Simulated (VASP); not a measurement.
# Zn (P6/mmm) in VASP: further runs

Zn is run at these levels: PBE; tasks: single point.

Everything below comes from runs of VASP 6.6.1. Logs are shortened: lines on timing, memory, paths and dates and some standing lists are left out, and cuts for length are marked.

**1. The cell of the first run**

Symmetry: P6/mmm, No. 191, hexagonal system. The conventional cell has a = 4.361 Å, b = 4.361 Å, c = 2.613 Å, α = 90.00°, β = 90.00°, γ = 120.00°. Within 3.4 Å of Zn (site symmetry 6/mmm) lie 14 Zn at 2.61 to 2.84 Å. Within 3.3 Å of Zn (site symmetry -6m2) lie 11 Zn at 2.52 to 2.84 Å.

**2. Single point, PBE (volume scaled by 0.92)**

INCAR

```
SYSTEM = Zn
ALGO     = Normal         ! electronic algorithm
EDIFF    = 1E-6           ! SCF threshold, eV
ENCUT    = 520            ! plane-wave cutoff, eV
GGA      = PE             ! functional
ISIF     = 2              ! what is computed and relaxed
ISMEAR   = -1             ! smearing method
LASPH    = .TRUE.         ! aspherical terms in the spheres
LCHARG   = .TRUE.         ! write CHGCAR
LELF     = .TRUE.         ! ELF
LREAL    = .FALSE.        ! projectors in reciprocal space
LVHAR    = .TRUE.       
LWAVE    = .FALSE.        ! write WAVECAR
NBANDS   = 25             ! bands
NELM     = 80             ! most SCF steps
PREC     = Accurate       ! precision mode
SIGMA    = 0.1            ! smearing width, eV
```

KPOINTS

```
k-points
0
G
  11 11 15
  0 0 0
```

POSCAR

```
Zn
1.0
    4.3609758380      0.0000000000      0.0000000000
   -2.1804879190      3.7767158610      0.0000000000
    0.0000000000      0.0000000000      2.6128330304
Zn
3
Direct
    0.0000000000      1.0000000000      0.0000000000
    0.3333333333      0.6666666667      0.5000000000
    0.6666666667      0.3333333333      0.5000000000
```

Potentials or basis: VASP PAW PBE potentials, release 64 (Zn).

Command:

```console
$ cat potpaw_PBE.64/Zn/POTCAR > POTCAR
$ mpirun -np 1 vasp_std > vasp.out
```

OUTCAR:

```text
SYSTEM = Zn
   EDIFF = 1E-6
   ENCUT = 520
   GGA = PE
   ISIF = 2
   ISMEAR = -1
   LASPH = .TRUE.
   LREAL = .FALSE.
   NELM = 80
   PREC = Accurate

 ion  position               nearest neighbor table
   1  0.000  0.000  0.000-   2 2.84   3 2.84   2 2.84   3 2.84   3 2.84   3 2.84   2 2.84   2 2.84
                             3 2.84   3 2.84   2 2.84   2 2.84
   2  0.333  0.667  0.500-   3 2.52   3 2.52   3 2.52   1 2.84   1 2.84   1 2.84   1 2.84   1 2.84
                             1 2.84
   3  0.667  0.333  0.500-   2 2.52   2 2.52   2 2.52   1 2.84   1 2.84   1 2.84   1 2.84   1 2.84
                             1 2.84

  LATTYP: Found a hexagonal cell.
 ALAT       =     4.3609758380
 C/A-ratio  =     0.5991395338

  Lattice vectors:

 A1 = (   4.3609758380,   0.0000000000,   0.0000000000)
 A2 = (  -2.1804879190,   3.7767158610,   0.0000000000)
 A3 = (   0.0000000000,   0.0000000000,   2.6128330304)

Analysis of symmetry for initial positions (statically):
=====================================================================
 Subroutine PRICEL returns:
 Original cell was already a primitive cell.

 Routine SETGRP: Setting up the symmetry group for a
 hexagonal supercell.

 Subroutine GETGRP returns: Found 24 space group operations
 (whereof 24 operations were pure point group operations)
 out of a pool of 24 trial point group operations.

The static configuration has the point symmetry D_6h.

Analysis of symmetry for dynamics (positions and initial velocities):
=====================================================================
 Subroutine PRICEL returns:
 Original cell was already a primitive cell.

 Routine SETGRP: Setting up the symmetry group for a
 hexagonal supercell.

 Subroutine GETGRP returns: Found 24 space group operations
 (whereof 24 operations were pure point group operations)
 out of a pool of 24 trial point group operations.

The dynamic configuration has the point symmetry D_6h.

 Subroutine INISYM returns: Found 24 space group operations
 (whereof 24 operations are pure point group operations),
 and found     1 'primitive' translations

----------------------------------------------------------------------------------------

                                     Primitive cell

  volume of cell :      43.0338

  direct lattice vectors                    reciprocal lattice vectors
[... 80 lines left out ...]
   PREC   = accura    normal or accurate (medium, high low for compatibility)
   ISTART =      0    job   : 0-new  1-cont  2-samecut
   ICHARG =      2    charge: 1-file 2-atom 10-const
   ISPIN  =      1    spin polarized calculation?
   LNONCOLLINEAR =      F non collinear calculations
   LSORBIT =      F    spin-orbit coupling
   LASPH  =      T    aspherical Exc in radial PAW
   ENCUT  =  520.0 eV  38.22 Ry    6.18 a.u.   8.11  8.11  4.86*2*pi/ulx,y,z
   NELM   =     80;   NELMIN=  2; NELMDL= -5     # of ELM steps
   EDIFF  = 0.1E-05   stopping-criterion for ELM
   LREAL  =      F    real-space projection
   EDIFFG = 0.1E-04   stopping-criterion for IOM
   NSW    =      0    number of steps for IOM
   IBRION =     -1    ionic relax: 0-MD 1-quasi-New 2-CG
   NFREE  =      0    steps in history (QN), initial steepest desc. (CG)
   ISIF   =      2    stress and relaxation
   ISYM   =      2    0-nonsym 1-usesym 2-fastsym
   POTIM  = 0.5000    time-step for ionic-motion
   TEBEG  =    0.0;   TEEND  =   0.0 temperature during run
   PSTRESS=    0.0 pullay stress
   NELECT =      36.0000    total number of electrons
   NUPDOWN=      -1.0000    fix difference up-down
   EMIN   =  10.00;   EMAX   =-10.00  energy-range for DOS
   EFERMI =   0.00;   METHOD = LEGACY
   ISMEAR =    -1;   SIGMA  =   0.10  broadening in eV -4-tet -1-fermi 0-gaus
   EFERMI_NEDOS =   21; number of points for ismear=-14 and -15
   IALGO  =     38    algorithm
   IMIX   =      4    mixing-type and parameters
     AMIX     =   0.40;   BMIX     =  1.00
     AMIX_MAG =   1.60;   BMIX_MAG =  1.00
  volume/ion in A,a.u.               =      14.34        96.80
  Fermi-wavevector in a.u.,A,eV,Ry     =   1.542550  2.914996 32.374505  2.379459
  Thomas-Fermi vector in A             =   2.648338
   LORBIT       =      0    0 simple, 1 ext, 2 COOP (PROOUT), +10 PAW based schemes
   GGA     = PE    functional components
   LHFCALC =     F    Hartree Fock is set to
   AEXX    =    0.0000 exact exchange contribution
   IVDW    =     0    specifies the selected vdW correction
   LEPSILON=     F    determine dielectric tensor
   LRPA    =     F    only Hartree local field effects (RPA)
 non-spin polarized calculation
  energy-cutoff  :      520.00
  volume of cell :       43.03
 maximum number of plane-waves:      1175
   NGX = 17   NGY = 17   NGZ =  9

 number of electron      35.9999988 magnetization

 Free energy of the ion-electron system (eV)
  ---------------------------------------------------
  ext. energy  EPLUGINS =         0.00000000
  ---------------------------------------------------
  free energy    TOTEN  =        -2.97496230 eV

  energy without entropy =       -2.94409155  energy(sigma->0) =       -2.95952693

 E-fermi :   3.6968     XC(G=0): -11.8682

 val. band max:        3.6915194194   @ k =   0.4545  -0.0000   0.2667
 cond. band min:       3.7001164955   @ k =   0.2727   0.1818   0.4000
 fundamental gap:      0.0085970761
 Fermi energy:         3.6968158586

 k-point     1 :       0.0000    0.0000    0.0000
  band No.  band energies     occupation
      1      -7.3223      2.00000
      2      -5.0433      2.00000
      3      -4.5222      2.00000
      4      -4.4354      2.00000
      5      -4.4098      2.00000
      6      -4.4098      2.00000
[... 661 lines left out ...]
     24      17.6195      0.00000
     25      19.4429      0.00000

 [... further k-points ...]
[... 5 lines left out ...]
  --------------------------------------------------------------------------------------
  -------------------------------------------------------------------------------------
  Total        1.7830425      1.7830425      2.0037040      0.0000000     -0.0000000      0.0000000
  in kB       66.3838794     66.3838794     74.5992550      0.0000000     -0.0000000      0.0000000
  external PRESSURE =      69.1223379 kB  Pullay stress =       0.0000000 kB

 VOLUME and BASIS-vectors are now :
 -----------------------------------------------------------------------------
  energy-cutoff  :      520.00
  volume of cell :       43.03
      direct lattice vectors                 reciprocal lattice vectors
     4.360975838  0.000000000  0.000000000     0.229306476  0.132390155  0.000000000
    -2.180487919  3.776715861  0.000000000     0.000000000  0.264780311  0.000000000
     0.000000000  0.000000000  2.612833030     0.000000000  0.000000000  0.382726331

 POSITION                                       TOTAL-FORCE (eV/Angst)
 -----------------------------------------------------------------------------------
      0.00000      0.00000      0.00000        -0.000000      0.000000      0.000000
     -0.00000      2.51781      1.30642        -0.000000      0.000000      0.000000
      2.18049      1.25891      1.30642         0.000000      0.000000      0.000000
 -----------------------------------------------------------------------------------
    total drift:                               -0.000000      0.000000      0.000000

  FREE ENERGIE OF THE ION-ELECTRON SYSTEM (eV)
  ---------------------------------------------------
  free  energy   TOTEN  =        -2.9749623004 eV

  energy  without entropy=       -2.9440915532  energy(sigma->0) =       -2.95952693
```

OSZICAR:

```text
N       E                     dE             d eps       ncg     rms          rms(c)
DAV:   1     0.193827799230E+03    0.19383E+03   -0.18286E+04  6616   0.234E+03
DAV:   2     0.660945096674E+01   -0.18722E+03   -0.18159E+03  6424   0.358E+02
DAV:   3    -0.323215760934E+01   -0.98416E+01   -0.97715E+01  7117   0.944E+01
DAV:   4    -0.331658924840E+01   -0.84432E-01   -0.84400E-01  7368   0.922E+00
DAV:   5    -0.331670771475E+01   -0.11847E-03   -0.11846E-03  7385   0.298E-01    0.571E+00
DAV:   6    -0.299970170960E+01    0.31701E+00   -0.13539E+00  7450   0.218E+01    0.421E+00
DAV:   7    -0.298282935159E+01    0.16872E-01   -0.50844E-02  7624   0.339E+00    0.211E+00
DAV:   8    -0.297495599740E+01    0.78734E-02   -0.23932E-03  9581   0.134E+00    0.592E-02
DAV:   9    -0.297494968039E+01    0.63170E-05   -0.58858E-04  9213   0.590E-01    0.378E-02
DAV:  10    -0.297496362466E+01   -0.13944E-04   -0.77760E-05  8537   0.120E-01    0.156E-02
DAV:  11    -0.297496265485E+01    0.96981E-06   -0.24244E-05  7001   0.162E-01    0.503E-03
DAV:  12    -0.297496230042E+01    0.35443E-06   -0.28757E-06  5694   0.736E-02
   1 F= -.29749623E+01 E0= -.29595269E+01  d E =-.308707E-01
```

stdout:

```text
POSCAR found type information on POSCAR Zn
 POSCAR found :  1 types and       3 ions
 scaLAPACK will be used
 LDA part: xc-table for (Slater+PW92), standard interpolation
 POSCAR, INCAR and KPOINTS ok, starting setup
 FFT: planning ... GRIDC
 FFT: planning ... GRID_SOFT
 FFT: planning ... GRID
 WAVECAR not read
 entering main loop
```

It took 86 s on 1 thread of Intel Xeon Platinum 8488C (Sapphire Rapids), shared host; peak memory 0.22 GiB.

What came out:

```
Free energy            : -2.9750 eV
Pressure               : 6.9 GPa
Band gap on the k mesh : zero (band 18 reaches 7.88 eV, above the bottom of band 19 at 2.64 eV)
```

Levels at points of the mesh, in eV from the Fermi level:
```csv
k point,band 15,band 16,band 17,band 18,band 19,band 20,band 21,band 22
"(0.00, 0.00, 0.00)",-7.22,-7.22,0.53,0.53,0.57,0.57,0.95,1.11
```

Caveat: the cell differs from its parent crystal (volume scaled by 0.92).

**3. Single point, PBE (volume scaled by 0.96)**

INCAR

```
ALGO = Normal
EDIFF = 1E-7
ENCUT = 520
GGA = PE
ISIF = 2
ISMEAR = -1
LASPH = True
LCHARG = False
LREAL = False
LWAVE = False
NBANDS = 25
NELM = 60
PREC = Accurate
SIGMA = 0.1
```

KPOINTS

```
k-points
0
Gamma
  11 11 15
```

POSCAR

```
Zn
1.0
    4.4232839110      0.0000000000      0.0000000000
   -2.2116419555      3.8306762351      0.0000000000
    0.0000000000      0.0000000000      2.6501642602
Zn
3
Direct
    0.0000000000      1.0000000000      0.0000000000
    0.3333333333      0.6666666667      0.5000000000
    0.6666666667      0.3333333333      0.5000000000
```

Potentials or basis: VASP PAW PBE potentials, release 64 (Zn).

Command:

```console
$ cat potpaw_PBE.64/Zn/POTCAR > POTCAR
$ mpirun -np 1 vasp_std > vasp.out
```

It took 2.1 min on 1 thread of Intel Xeon Platinum 8488C (Sapphire Rapids), shared host; peak memory 0.24 GiB.

It converged, with:

- Free energy: -3.0333 eV
- Pressure: 3.2 GPa
- Band gap on the k mesh: zero (band 18 reaches 7.47 eV, above the bottom of band 19 at 2.24 eV)

Stress tensor (GPa, compression positive):
```
3.05 0.00 0.00
0.00 3.05 0.00
0.00 0.00 3.45
```

Levels at points of the mesh, in eV from the Fermi level:
| k point | band 14 | band 15 | band 16 | band 17 | band 18 | band 19 | band 20 | band 21 | band 22 | band 23 |
| --- | --- | --- | --- | --- | --- | --- | --- | --- | --- | --- |
| (0.00, 0.00, 0.00) | -7.50 | -7.12 | -7.12 | 0.58 | 0.58 | 0.63 | 0.63 | 0.82 | 0.99 | 10.16 |

Caveat: the cell differs from its parent crystal (volume scaled by 0.96).

**4. Single point, PBE**

This run uses another cell than the first one, of 15.59 Å³/atom, 1.087 times its volume.

INCAR

```
ALGO     = Normal         # electronic algorithm
EDIFF    = 1E-6           # SCF threshold, eV
ENCUT    = 520            # plane-wave cutoff, eV
GGA      = PE             # functional
ISIF     = 2              # what is computed and relaxed
ISMEAR   = -1             # smearing method
LASPH    = True           # aspherical terms in the spheres
LCHARG   = True           # write CHGCAR
LELF     = True           # ELF
LREAL    = False          # projectors in reciprocal space
LVHAR    = True         
LWAVE    = False          # write WAVECAR
NBANDS   = 25             # bands
NELM     = 80             # most SCF steps
PREC     = Accurate       # precision mode
SIGMA    = 0.1            # smearing width, eV
```

KPOINTS is that of step 3.

POSCAR

```
Zn
1.0
    4.4838843717      0.0000000000      0.0000000000
   -2.2419421859      3.8831577736      0.0000000000
    0.0000000000      0.0000000000      2.6864723920
Zn
3
Direct
    0.0000000000      1.0000000000      0.0000000000
    0.3333333333      0.6666666667      0.5000000000
    0.6666666667      0.3333333333      0.5000000000
```

Command:

```console
$ cat potpaw_PBE.64/Zn/POTCAR > POTCAR
$ mpirun -np 1 vasp_std > vasp.out
```

Wall time 1.8 min (1 thread of Intel Xeon Platinum 8488C (Sapphire Rapids), shared host); peak memory 0.24 GiB.

The run converged. Its results:

```
Free energy            : -3.0529 eV
Pressure               : 0.3 GPa
Band gap on the k mesh : zero (band 18 reaches 7.09 eV, above the bottom of band 19 at 1.88 eV)
```

Levels at points of the mesh, in eV from the Fermi level:
```csv
k point,band 14,band 15,band 16,band 17,band 18,band 19,band 20,band 21,band 22,band 23
"(0.00, 0.00, 0.00)",-7.38,-7.04,-7.04,0.63,0.63,0.69,0.69,0.71,0.87,9.93
```

**5. Single point, PBE (volume scaled by 1.04)**

INCAR

```
SYSTEM = Zn
PREC     = Accurate       ! precision mode
ENCUT    = 520            ! plane-wave cutoff, eV
EDIFF    = 1E-6           ! SCF threshold, eV
ISMEAR   = -1             ! smearing method
SIGMA    = 0.1            ! smearing width, eV
LREAL    = .FALSE.        ! projectors in reciprocal space
LASPH    = .TRUE.         ! aspherical terms in the spheres
NELM     = 80             ! most SCF steps
ALGO     = Normal         ! electronic algorithm
ISIF     = 2              ! what is computed and relaxed
LWAVE    = .FALSE.        ! write WAVECAR
LCHARG   = .FALSE.        ! write CHGCAR
GGA      = PE             ! functional
NBANDS   = 25             ! bands
```

KPOINTS

```
regular mesh
0
G
  11 11 15
  0 0 0
```

POSCAR

```
Zn
1.0
    4.5428896169      0.0000000000      0.0000000000
   -2.2714448084      3.9342578148      0.0000000000
    0.0000000000      0.0000000000      2.7218247670
Zn
3
Direct
    0.0000000000      1.0000000000      0.0000000000
    0.3333333333      0.6666666667      0.5000000000
    0.6666666667      0.3333333333      0.5000000000
```

Command:

```console
$ cat potpaw_PBE.64/Zn/POTCAR > POTCAR
$ mpirun -np 1 vasp_std > vasp.out
```

It took 2 min on 1 thread of Intel Xeon Platinum 8488C (Sapphire Rapids), shared host; peak memory 0.24 GiB.

It converged, with:

```yaml
Free_energy: -3.0425 eV
Pressure: -2.1 GPa
Band_gap_on_the_k_mesh: zero (band 18 reaches 6.73 eV, above the bottom of band 19 at 1.54 eV)
```

Stress tensor (GPa, compression positive):
```
-2.07  0.00  0.00
 0.00 -2.07  0.00
 0.00  0.00 -2.26
```

Levels at points of the mesh, in eV from the Fermi level:
```
           k point  band 16  band 17  band 18  band 19  band 20  band 21
(0.00, 0.00, 0.00)    -6.96     0.59     0.68     0.68     0.74     0.74
```

Caveat: the cell differs from its parent crystal (volume scaled by 1.04).

**6. Single point, PBE (volume scaled by 1.08)**

INCAR

```
PREC     = Accurate       # precision mode
ENCUT    = 520            # plane-wave cutoff, eV
EDIFF    = 1E-6           # SCF threshold, eV
ISMEAR   = -1             # smearing method
SIGMA    = 0.1            # smearing width, eV
LREAL    = False          # projectors in reciprocal space
LASPH    = True           # aspherical terms in the spheres
NELM     = 100            # most SCF steps
ALGO     = Normal         # electronic algorithm
ISIF     = 2              # what is computed and relaxed
LWAVE    = False          # write WAVECAR
LCHARG   = False          # write CHGCAR
GGA      = PE             # functional
NBANDS   = 25             # bands
```

KPOINTS

```
Automatic mesh
0
Gamma
  11 11 15
```

POSCAR

```
Zn
1.0
    4.6004006540      0.0000000000      0.0000000000
   -2.3002003270      3.9840638340      0.0000000000
    0.0000000000      0.0000000000      2.7562819030
Zn
3
Direct
    0.0000000000      1.0000000000      0.0000000000
    0.3333333333      0.6666666667      0.5000000000
    0.6666666667      0.3333333333      0.5000000000
```

Potentials or basis: VASP PAW PBE potentials, release 64 (Zn).

Command:

```console
$ cat potpaw_PBE.64/Zn/POTCAR > POTCAR
$ mpirun -np 1 vasp_std > vasp.out
```

OUTCAR:

```text
PREC = Accurate
   ENCUT = 520
   EDIFF = 1E-6
   ISMEAR = -1
   LREAL = False
   LASPH = True
   NELM = 100
   ISIF = 2
   GGA = PE

 ion  position               nearest neighbor table
   1  0.000  0.000  0.000-   2 2.99   3 2.99   2 2.99   3 2.99   3 2.99   3 2.99   2 2.99   2 2.99
                             3 2.99   3 2.99   2 2.99   2 2.99
   2  0.333  0.667  0.500-   3 2.66   3 2.66   3 2.66   1 2.99   1 2.99   1 2.99   1 2.99   1 2.99
                             1 2.99
   3  0.667  0.333  0.500-   2 2.66   2 2.66   2 2.66   1 2.99   1 2.99   1 2.99   1 2.99   1 2.99
                             1 2.99

[... 864 lines left out ...]

 [... further k-points ...]
[... 5 lines left out ...]
  --------------------------------------------------------------------------------------
  -------------------------------------------------------------------------------------
  Total       -1.1069485     -1.1069485     -1.2171157      0.0000000     -0.0000000      0.0000000
  in kB      -35.1068965    -35.1068965    -38.6008495      0.0000000     -0.0000000      0.0000000
  external PRESSURE =     -36.2715475 kB  Pullay stress =       0.0000000 kB

 VOLUME and BASIS-vectors are now :
 -----------------------------------------------------------------------------
  energy-cutoff  :      520.00
  volume of cell :       50.52
      direct lattice vectors                 reciprocal lattice vectors
     4.600400654  0.000000000  0.000000000     0.217372371  0.125499997  0.000000000
    -2.300200327  3.984063834  0.000000000     0.000000000  0.250999994  0.000000000
     0.000000000  0.000000000  2.756281903     0.000000000  0.000000000  0.362807592

 POSITION                                       TOTAL-FORCE (eV/Angst)
 -----------------------------------------------------------------------------------
      0.00000      0.00000      0.00000        -0.000000      0.000000     -0.000000
     -0.00000      2.65604      1.37814        -0.000000      0.000000      0.000000
      2.30020      1.32802      1.37814         0.000000     -0.000000     -0.000000
 -----------------------------------------------------------------------------------
    total drift:                                0.000000      0.000000     -0.000000

  FREE ENERGIE OF THE ION-ELECTRON SYSTEM (eV)
  ---------------------------------------------------
  free  energy   TOTEN  =        -3.0088798082 eV

  energy  without entropy=       -2.9731986385  energy(sigma->0) =       -2.99103922
```

Wall time 93 s (1 thread of Intel Xeon Platinum 8488C (Sapphire Rapids), shared host); peak memory 0.25 GiB.

Results:

| Property | Result |
| --- | --- |
| Free energy | -3.0089 eV |
| Pressure | -3.6 GPa |
| Band gap on the k mesh | zero (band 18 reaches 6.40 eV, above the bottom of band 19 at 1.23 eV) |

Caveat: the cell differs from its parent crystal (volume scaled by 1.08).

**7. Summary**

| cell | gap on the mesh (eV) | pressure (GPa) |
| --- | --- | --- |
| a = 4.361, b = 4.361, c = 2.613 Å, angles 90.0, 90.0, 120.0°, 3 atoms | none | 6.9 |
| a = 4.423, b = 4.423, c = 2.650 Å, angles 90.0, 90.0, 120.0°, 3 atoms | none | 3.2 |
| a = 4.484, b = 4.484, c = 2.686 Å, angles 90.0, 90.0, 120.0°, 3 atoms | none | 0.3 |
| a = 4.543, b = 4.543, c = 2.722 Å, angles 90.0, 90.0, 120.0°, 3 atoms | none | -2.1 |
| a = 4.600, b = 4.600, c = 2.756 Å, angles 90.0, 90.0, 120.0°, 3 atoms | none | -3.6 |

Alike in all rows: task single point; level PBE; potentials or basis VASP PAW PBE potentials, release 64 (Zn); no spin polarisation; k mesh 11 × 11 × 15; cutoff (eV) 520; smearing fermi-dirac 0.1 eV.

Absolute energies hang on the potentials; compare differences alone.
